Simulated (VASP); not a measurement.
Runs of VASP 6.6.1 on Ba. The structure is that of space group Im-3m (No. 229), or close to it. The cells are those of the table. 

```csv
task,cell,k mesh,cutoff (eV),gap on the mesh (eV),pressure (GPa)
single point,"a = 4.224 Å, angles 109.5°, 1 atom",15 × 15 × 15,520,none,0.1
single point,"a = 4.167 Å, angles 109.5°, 1 atom",15 × 15 × 15,520,none,0.5
single point,"a = 4.108 Å, angles 109.5°, 1 atom",15 × 15 × 15,520,none,(a)
relaxation of cell and atoms,"relaxed from a = 4.330 Å, angles 109.5°, 1 atom",9 × 9 × 9,600,none,0.0
single point,"a = 4.048 Å, angles 109.5°, 1 atom",15 × 15 × 15,520,none,1.6
```

Alike in all rows: level PBEsol; potentials or basis VASP PAW PBE potentials, release 64 (Ba_sv); no spin polarisation; smearing fermi-dirac 0.1 eV.

Fill in the values left out.

(a) 1.0.

Caveats: the PAW data sets were made with another functional, which shifts forces and pressure a little; spin-orbit coupling is left out, which moves the levels of the heavy elements.

A k mesh can miss the band edges, and the runs leave out spin-orbit coupling on Ba.

A gap of «none» marks levels without a gap at the run's occupations.
